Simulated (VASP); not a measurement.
# SnH2Br2 (P-3m1) in VASP: single point with PBE

Aim: the single point of SnH2Br2 with PBE.

Program: VASP 6.6.1. These are calculated values, not measurements. Logs are shortened: lines on timing, memory, paths and dates and some standing lists are left out, and cuts for length are marked.

## Step 1: The cell of the first run

The structure is trigonal, space group P-3m1 (No. 164). The conventional cell has a = 4.387 Å, b = 4.387 Å, c = 9.757 Å, α = 90.00°, β = 90.00°, γ = 120.00°. Sn (site symmetry -3m) has 6 Br at 3.03 Å within 4.0 Å. H (site symmetry 3m) has 1 H at 0.75 Å within 1.0 Å. Br (site symmetry 3m) has 3 Sn at 3.03 Å and 3 H at 3.81 Å within 4.0 Å.

## Step 2: Single point, PBE

INCAR reads:

```
PREC     = Accurate       # precision mode
ENCUT    = 520            # plane-wave cutoff, eV
EDIFF    = 1E-6           # SCF threshold, eV
ISMEAR   = 0              # smearing method
SIGMA    = 0.1            # smearing width, eV
LREAL    = False          # projectors in reciprocal space
LASPH    = True           # aspherical terms in the spheres
NELM     = 60             # most SCF steps
ALGO     = Normal         # electronic algorithm
ISIF     = 2              # what is computed and relaxed
LWAVE    = False          # write WAVECAR
LCHARG   = False          # write CHGCAR
GGA      = PE             # functional
NBANDS   = 41             # bands
```

KPOINTS reads:

```
Automatic mesh
0
Gamma
  4 2 2
```

POSCAR reads:

```
SnH2Br2
1.0
    2.1937058680     -3.7996100202      0.0000000000
   -6.5811176040     -3.7996100203      0.0000000000
    0.0000000000      0.0000000000     -9.7567218716
Sn H Br
2 4 4
Direct
    0.5000000000      0.5000000000      1.0000000000
    1.0000000000      1.0000000000      1.0000000000
    1.0000000000      1.0000000000      0.5384588939
    0.5000000000      0.5000000000      0.5384588939
    0.5000000000      0.5000000000      0.4615411061
    1.0000000000      0.0000000000      0.4615411061
    0.5000000000      0.8333333333      0.8294712693
    1.0000000000      0.3333333333      0.8294712693
    0.0000000000      0.6666666667      0.1705287307
    0.5000000000      0.1666666667      0.1705287307
```

Potentials or basis: VASP PAW PBE potentials, release 64 (Sn_d, H, Br).

Started as:

```sh
> cat potpaw_PBE.64/Sn_d/POTCAR potpaw_PBE.64/H/POTCAR potpaw_PBE.64/Br/POTCAR > POTCAR
> mpirun -np 1 vasp_std > vasp.out
```

OUTCAR:

```text
PREC = Accurate
   ENCUT = 520
   EDIFF = 1E-6
   ISMEAR = 0
   LREAL = False
   LASPH = True
   NELM = 60
   ISIF = 2
   GGA = PE

 ion  position               nearest neighbor table
   1  0.500  0.500  0.000-   7 3.03  10 3.03   8 3.03   9 3.03   8 3.03   9 3.03
   2  0.000  0.000  0.000-   8 3.03   9 3.03   7 3.03  10 3.03   7 3.03  10 3.03
   3  0.000  0.000  0.538-   6 0.75
   4  0.500  0.500  0.538-   5 0.75
   5  0.500  0.500  0.462-   4 0.75
   6  0.000  0.000  0.462-   3 0.75
   7  0.500  0.833  0.829-   1 3.03   2 3.03   2 3.03
   8  0.000  0.333  0.829-   2 3.03   1 3.03   1 3.03
   9  0.000  0.667  0.171-   2 3.03   1 3.03   1 3.03
  10  0.500  0.167  0.171-   1 3.03   2 3.03   2 3.03

  LATTYP: Found a simple orthorhombic cell.
 ALAT       =     4.3874117360
 B/A-ratio  =     1.7320508076
 C/A-ratio  =     2.2237990092

  Lattice vectors:

 A1 = (   2.1937058680,  -3.7996100202,   0.0000000000)
 A2 = (  -6.5811176040,  -3.7996100203,   0.0000000000)
 A3 = (   0.0000000000,   0.0000000000,  -9.7567218716)

Analysis of symmetry for initial positions (statically):
=====================================================================
 Subroutine PRICEL returns following result:

  LATTYP: Found a hexagonal cell.
 ALAT       =     4.3874117360
 C/A-ratio  =     2.2237990092

  Lattice vectors:

 A1 = (  -2.1937058680,   3.7996100202,   0.0000000000)
 A2 = (   4.3874117360,   0.0000000000,   0.0000000000)
 A3 = (   0.0000000000,   0.0000000000,  -9.7567218716)

   2 primitive cells build up your supercell.

 Routine SETGRP: Setting up the symmetry group for a
 simple orthorhombic supercell.

 Subroutine GETGRP returns: Found  4 space group operations
 (whereof  4 operations were pure point group operations)
 out of a pool of  8 trial point group operations.

The static configuration has the point symmetry C_2h.

Analysis of symmetry for dynamics (positions and initial velocities):
=====================================================================
 Subroutine PRICEL returns following result:

  LATTYP: Found a hexagonal cell.
 ALAT       =     4.3874117360
 C/A-ratio  =     2.2237990092

  Lattice vectors:

 A1 = (  -2.1937058680,   3.7996100202,   0.0000000000)
 A2 = (   4.3874117360,   0.0000000000,   0.0000000000)
 A3 = (   0.0000000000,   0.0000000000,  -9.7567218716)

   2 primitive cells build up your supercell.

 Routine SETGRP: Setting up the symmetry group for a
 simple orthorhombic supercell.

 Subroutine GETGRP returns: Found  4 space group operations
 (whereof  4 operations were pure point group operations)
 out of a pool of  8 trial point group operations.

The dynamic configuration has the point symmetry C_2h.

 Subroutine INISYM returns: Found  4 space group operations
 (whereof  4 operations are pure point group operations),
 and found     2 'primitive' translations

----------------------------------------------------------------------------------------

                                     Primitive cell

  volume of cell :     162.6490

  direct lattice vectors                    reciprocal lattice vectors
    -2.193705868  3.799610020  0.000000000    -0.000000000  0.263184904  0.000000000
     4.387411736  0.000000000  0.000000000     0.227924813  0.131592452  0.000000000
     0.000000000  0.000000000 -9.756721872     0.000000000  0.000000000 -0.102493441

  length of vectors
     4.387411736  4.387411736  9.756721872     0.263184904  0.263184904  0.102493441

  position of ions in fractional coordinates (direct lattice)
     0.000000000  0.000000000  0.000000000
     0.000000000  0.000000000  0.538458894
     0.000000000  0.000000000  0.461541106
     0.666666667  0.333333333  0.829471269
     0.333333333  0.666666667  0.170528731

  ion indices of the primitive-cell ions
   primitive index   ion index
                 1           1
                 2           4
                 3           5
                 4           7
                 5          10

----------------------------------------------------------------------------------------

 KPOINTS: Automatic mesh

Automatic generation of k-mesh.
 Grid dimensions read from file:
 generate k-points for:    4    2    2

 Generating k-lattice:

  Cartesian coordinates                     Fractional coordinates (reciprocal lattice)
     0.028490602 -0.049347170  0.000000000     0.250000000  0.000000000  0.000000000
    -0.056981203 -0.032898113  0.000000000     0.000000000  0.500000000  0.000000000
     0.000000000  0.000000000 -0.051246721     0.000000000  0.000000000  0.500000000

  Length of vectors
     0.056981203  0.065796226  0.051246721

  Shift w.r.t. Gamma in fractional coordinates (k-lattice)
     0.000000000  0.000000000  0.000000000

 Subroutine IBZKPT returns following result:
 ===========================================

 Found     12 irreducible k-points:

 Following reciprocal coordinates:
            Coordinates               Weight
  0.000000  0.000000  0.000000      1.000000
  0.250000 -0.000000  0.000000      2.000000
  0.500000 -0.000000  0.000000      1.000000
  0.000000  0.500000  0.000000      1.000000
  0.250000  0.500000  0.000000      2.000000
  0.500000  0.500000  0.000000      1.000000
  0.000000  0.000000  0.500000      1.000000
  0.250000 -0.000000  0.500000      2.000000
  0.500000 -0.000000  0.500000      1.000000
  0.000000  0.500000  0.500000      1.000000
  0.250000  0.500000  0.500000      2.000000
  0.500000  0.500000  0.500000      1.000000
   k-points           NKPTS =     12   k-points in BZ     NKDIM =     12   number of bands    NBANDS=     41
   number of dos      NEDOS =    301   number of ions     NIONS =     10
   total plane-waves  NPLWV = 172800
   dimension x,y,z NGX =    36 NGY =   60 NGZ =   80
   dimension x,y,z NGXF=    72 NGYF=  120 NGZF=  160
   ions per type =               2   4   4
   NGX,Y,Z   is equivalent  to a cutoff of  13.64, 13.13, 13.63 a.u.
   NGXF,Y,Z  is equivalent  to a cutoff of  27.28, 26.25, 27.26 a.u.
 SYSTEM =  unknown system
   PREC   = accura    normal or accurate (medium, high low for compatibility)
   ISTART =      0    job   : 0-new  1-cont  2-samecut
   ICHARG =      2    charge: 1-file 2-atom 10-const
   ISPIN  =      1    spin polarized calculation?
   LNONCOLLINEAR =      F non collinear calculations
   LSORBIT =      F    spin-orbit coupling
   LASPH  =      T    aspherical Exc in radial PAW
   ENCUT  =  520.0 eV  38.22 Ry    6.18 a.u.   8.16 14.13 18.14*2*pi/ulx,y,z
   NELM   =     60;   NELMIN=  2; NELMDL= -5     # of ELM steps
   EDIFF  = 0.1E-05   stopping-criterion for ELM
   LREAL  =      F    real-space projection
   EDIFFG = 0.1E-04   stopping-criterion for IOM
   NSW    =      0    number of steps for IOM
   IBRION =     -1    ionic relax: 0-MD 1-quasi-New 2-CG
   NFREE  =      0    steps in history (QN), initial steepest desc. (CG)
   ISIF   =      2    stress and relaxation
   ISYM   =      2    0-nonsym 1-usesym 2-fastsym
   POTIM  = 0.5000    time-step for ionic-motion
   TEBEG  =    0.0;   TEEND  =   0.0 temperature during run
   PSTRESS=    0.0 pullay stress
   NELECT =      60.0000    total number of electrons
   NUPDOWN=      -1.0000    fix difference up-down
   EMIN   =  10.00;   EMAX   =-10.00  energy-range for DOS
   EFERMI =   0.00;   METHOD = LEGACY
   ISMEAR =     0;   SIGMA  =   0.10  broadening in eV -4-tet -1-fermi 0-gaus
   EFERMI_NEDOS =   21; number of points for ismear=-14 and -15
   IALGO  =     38    algorithm
   IMIX   =      4    mixing-type and parameters
     AMIX     =   0.40;   BMIX     =  1.00
     AMIX_MAG =   1.60;   BMIX_MAG =  1.00
  volume/ion in A,a.u.               =      32.53       219.52
  Fermi-wavevector in a.u.,A,eV,Ry     =   0.931890  1.761017 11.815566  0.868420
  Thomas-Fermi vector in A             =   2.058431
   LORBIT       =      0    0 simple, 1 ext, 2 COOP (PROOUT), +10 PAW based schemes
   GGA     = PE    functional components
   LHFCALC =     F    Hartree Fock is set to
   AEXX    =    0.0000 exact exchange contribution
   IVDW    =     0    specifies the selected vdW correction
   LEPSILON=     F    determine dielectric tensor
   LRPA    =     F    only Hartree local field effects (RPA)
 non-spin polarized calculation
 Gauss-broadening in eV      SIGMA  =   0.10
  energy-cutoff  :      520.00
  volume of cell :      325.30
 maximum number of plane-waves:      8812
 NGX is ok and might be reduce to    36
   NGX = 17   NGY = 29   NGZ = 37

 number of electron      59.9999994 magnetization

 Free energy of the ion-electron system (eV)
  ---------------------------------------------------
  ext. energy  EPLUGINS =         0.00000000
  ---------------------------------------------------
  free energy    TOTEN  =       -32.51413394 eV

  energy without entropy =      -32.51413394  energy(sigma->0) =      -32.51413394

 E-fermi :  -0.8893     XC(G=0):  -6.4814

 val. band max:       -1.3956056081   @ k =   0.2500  -0.0000   0.0000
 cond. band min:       0.7840306361   @ k =   0.0000   0.0000   0.0000
 fundamental gap:      2.1796362442
 Fermi energy:        -0.8893370699

 k-point     1 :       0.0000    0.0000    0.0000
  band No.  band energies     occupation
      1     -22.0493      2.00000
      2     -22.0447      2.00000
      3     -22.0407      2.00000
      4     -22.0373      2.00000
      5     -22.0360      2.00000
      6     -22.0358      2.00000
[... 33 lines left out ...]
     40       5.6230      0.00000
     41       6.3236      0.00000

 k-point     2 :       0.2500   -0.0000    0.0000
  band No.  band energies     occupation
      1     -22.0454      2.00000
      2     -22.0428      2.00000
      3     -22.0411      2.00000
      4     -22.0406      2.00000
      5     -22.0390      2.00000
      6     -22.0368      2.00000
[... 429 lines left out ...]
     40       5.7405      0.00000
     41       5.8082      0.00000

 k-point    12 :       0.5000    0.5000    0.5000
  band No.  band energies     occupation
      1     -22.0494      2.00000
      2     -22.0494      2.00000
      3     -22.0406      2.00000
      4     -22.0406      2.00000
      5     -22.0374      2.00000
      6     -22.0374      2.00000
[... 33 lines left out ...]
     40       5.6681      0.00000
     41       6.2643      0.00000

------------------------ aborting loop because EDIFF is reached ----------------------------------------

  FORCE on cell =-STRESS in cart. coord.  units (eV):
  Direction    XX          YY          ZZ          XY          YZ          ZX
  --------------------------------------------------------------------------------------
  -------------------------------------------------------------------------------------
  Total       -0.0315503     -0.0106728     -0.0266690     -0.0180804      0.0099503      0.0172345
  in kB       -0.1553934     -0.0525663     -0.1313517     -0.0890509      0.0490079      0.0848843
  external PRESSURE =      -0.1131038 kB  Pullay stress =       0.0000000 kB

 VOLUME and BASIS-vectors are now :
 -----------------------------------------------------------------------------
  energy-cutoff  :      520.00
  volume of cell :      325.30
      direct lattice vectors                 reciprocal lattice vectors
     2.193705868 -3.799610020  0.000000000     0.113962407 -0.197388678  0.000000000
    -6.581117604 -3.799610020  0.000000000    -0.113962407 -0.065796226  0.000000000
     0.000000000  0.000000000 -9.756721872     0.000000000  0.000000000 -0.102493441

 POSITION                                       TOTAL-FORCE (eV/Angst)
 -----------------------------------------------------------------------------------
     -2.19371     -3.79961      0.00000        -0.000000     -0.000000     -0.000000
      0.00000      0.00000      0.00000        -0.000000     -0.000000      0.000000
      0.00000      0.00000     -5.25359        -0.000006     -0.000004      0.008234
     -2.19371     -3.79961     -5.25359        -0.000006     -0.000004      0.008234
     -2.19371     -3.79961     -4.50313         0.000006      0.000004     -0.008234
      0.00000      0.00000     -4.50313         0.000006      0.000004     -0.008234
     -4.38741     -5.06615     -8.09292         0.002486      0.001436      0.003625
     -2.19371     -1.26654     -8.09292         0.002486      0.001436      0.003625
     -4.38741     -2.53307     -1.66380        -0.002486     -0.001436     -0.003625
     -0.00000     -2.53307     -1.66380        -0.002486     -0.001436     -0.003625
 -----------------------------------------------------------------------------------
    total drift:                               -0.000000     -0.000000     -0.000000

  FREE ENERGIE OF THE ION-ELECTRON SYSTEM (eV)
  ---------------------------------------------------
  free  energy   TOTEN  =       -32.5141339388 eV

  energy  without entropy=      -32.5141339388  energy(sigma->0) =      -32.51413394
```

Run time: 95 s. Hardware: 1 thread of Intel Xeon 6975P-C (Granite Rapids), shared host; peak memory 0.48 GiB.

What came out:

```yaml
Free_energy: -32.5141 eV
Pressure: 0.0 GPa
Largest_force: 0.008 eV/Å
Band_gap_on_the_k_mesh: 2.18 eV
```

Forces on the atoms (eV/Å):
```
Sn   0.000  0.000  0.000
Sn   0.000  0.000  0.000
H    0.000  0.000  0.008
H    0.000  0.000  0.008
H    0.000  0.000 -0.008
H    0.000  0.000 -0.008
Br   0.002  0.001  0.004
Br   0.002  0.001  0.004
Br  -0.002 -0.001 -0.004
Br  -0.002 -0.001 -0.004
```

Caveat: spin-orbit coupling is left out, which moves the levels of the heavy elements.
